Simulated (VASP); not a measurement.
The system is CdS.

```
CELL_PARAMETERS angstrom
4.16460 0.00000 0.00000
-2.08230 3.60665 0.00000
0.00000 0.00000 6.76601
ATOMIC_POSITIONS crystal
Cd 0.33333 0.66667 0.99904
Cd 0.66667 0.33333 0.49904
S 0.33333 0.66667 0.37596
S 0.66667 0.33333 0.87596
```

Base run:

* Program: VASP 6.6.1
* Functional: PBE
* Potentials or basis: VASP PAW PBE potentials, release 64 (Cd, S)
* Cutoff: 520 eV
* k mesh: 12 × 12 × 4
* Occupations: fermi-dirac, width 0.02 eV
* Spin: no spin polarisation

Its results: band gap on the k mesh 1.17 eV; pressure 1.7 GPa.

Question: The run is repeated on the same cell with these changes: functional from PBE to r2SCAN; occupations from fermi-dirac, width 0.02 eV to gaussian, width 0.01 eV. What comes out?

Answer: Band gap on the k mesh 1.63 eV; pressure 0.3 GPa.

Caveats: the PAW data sets were made with another functional, which shifts forces and pressure a little (at least some runs).

A k mesh can miss the band edges.
